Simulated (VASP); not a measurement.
FeGe, 2 atoms in the cell. The typed cell holds 2 atoms: a = 3.016 Å, b = 3.016 Å, c = 3.016 Å, α = 90.00°, β = 90.00°, γ = 90.00°. 

```yaml
Program: VASP 6.6.1
Task: single point
Functional: r2SCAN
Potentials_or_basis: VASP PAW PBE potentials, release 64 (Fe, Ge_d)
Cutoff: 520 eV
k_mesh: 3 × 3 × 3
Occupations: gaussian, width 0.05 eV
Spin: collinear spin, ferromagnetic start
Starting_moments: "[4.0, 0.0] μB"
Dipole_correction: no
Further_INCAR_settings: ALGO = Normal; EDIFF = 1e-06; NBANDS = 22
```

Potentials or basis: VASP PAW PBE potentials, release 64 (Fe, Ge_d).

Launch:

```bash
$ cat potpaw_PBE.64/Fe/POTCAR potpaw_PBE.64/Ge_d/POTCAR > POTCAR
$ cp INCAR.step1 INCAR
$ mpirun -np 1 vasp_std > vasp.out
$ cp INCAR.step2 INCAR
$ mpirun -np 1 vasp_std > vasp.out
```

Hardware: 1 thread of Intel(R) Xeon(R) 6975P-C (Granite Rapids), on a shared host.

**Question.** How long does it take, and how much memory?

**Answer.** It took 67 s on 1 thread of Intel(R) Xeon(R) 6975P-C (Granite Rapids), with other jobs on the host, peak memory 0.16 GiB. Counts: k points 14.
